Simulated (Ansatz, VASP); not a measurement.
# Li8H7: VASP beside Ansatz

```
CELL_PARAMETERS angstrom
0.00000 4.00710 -4.00710
4.00710 4.00710 0.00000
4.00710 0.00000 -4.00710
ATOMIC_POSITIONS crystal
Li 0.50419 0.49581 0.99581
Li 0.50419 0.00419 0.99581
Li 0.00000 0.50000 0.00000
Li 0.99581 0.00419 0.99581
Li 0.50419 0.49581 0.50419
Li 0.50000 0.00000 0.50000
Li 0.99581 0.49581 0.50419
Li 0.99581 0.00419 0.50419
H 0.25000 0.25000 0.25000
H 0.75000 0.75000 0.25000
H 0.75000 0.25000 0.25000
H 0.25000 0.75000 0.75000
H 0.25000 0.25000 0.75000
H 0.75000 0.75000 0.75000
H 0.75000 0.25000 0.75000
```

Change from the starting cell: H vacancy (site b), charge +0, atoms relaxed at the host's cell.

Alike in both runs: functional PBE; k mesh 2 × 2 × 2; occupations gaussian, width 0.01 eV; collinear spin.

Ansatz relaxed the structure, and its values are those at the end. VASP's run is a single point on that final structure, the one shown.

|  | VASP | Ansatz |
| --- | --- | --- |
| version | VASP 6.6.1 | Ansatz 0.2.0 |
| potentials or method | VASP PAW PBE potentials, release 64 (Li_sv, H), cutoff 520 eV | scalar-relativistic, plane waves, PAW |
| valence electrons in the cell | 31 | 31 |

|  | VASP | Ansatz | Ansatz less VASP |
| --- | --- | --- | --- |
| net moment per atom (μB) | 0.00 | 0.00 | 0.000 |

Ansatz's warnings: filled band counts differ across k points, seeded moment not kept.

The k mesh is coarse, so the values compare programs but aren't converged. Noted on VASP's run: the cutoff is short for stress, so the pressure is rough.
